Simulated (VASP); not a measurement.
Here is a VASP 6.6.1 calculation.

The input INCAR:

```
  PREC = Accurate
  ENCUT = 520
  EDIFF = 1E-7
  ISMEAR = 0
  SIGMA = 0.15
  LREAL = F
  LASPH = T
  NELM = 80
  ALGO = Fast
  ISIF = 2
  LWAVE = F
  LCHARG = F
  GGA = PS
  NBANDS = 16
```

KPOINTS

```
Automatic mesh
0
Gamma
  18 18 6
```

Contents of POSCAR:

```
Al2Zn
1.0
    2.7947723337      0.0000000000      0.0000000000
   -1.3973861669      2.4203438388      0.0000000000
    0.0000000000      0.0000000000      6.9148254767
Al Zn
2 1
Direct
    0.3333333333      0.6666666667      0.3652385637
    0.6666666667      0.3333333333      0.6347614363
    0.0000000000      0.0000000000      0.0000000000
```

Potentials or basis: VASP PAW PBE potentials, release 64 (Al, Zn).

The run is started by

```console
$ cat potpaw_PBE.64/Al/POTCAR potpaw_PBE.64/Zn/POTCAR > POTCAR
$ mpirun -np 1 vasp_std > vasp.out
```

Problem. Predict the largest force.

Solution. 3.124 eV/Å.

Problem. What does it give for the pressure?

Solution. 6.4 GPa.

Forces on the atoms (eV/Å):
```
Al   0.000  0.000 -3.124
Al   0.000  0.000  3.124
Zn   0.000  0.000  0.000
```

Caveat: the cell stands under pressure; the PAW data sets were made with another functional, which shifts forces and pressure a little.
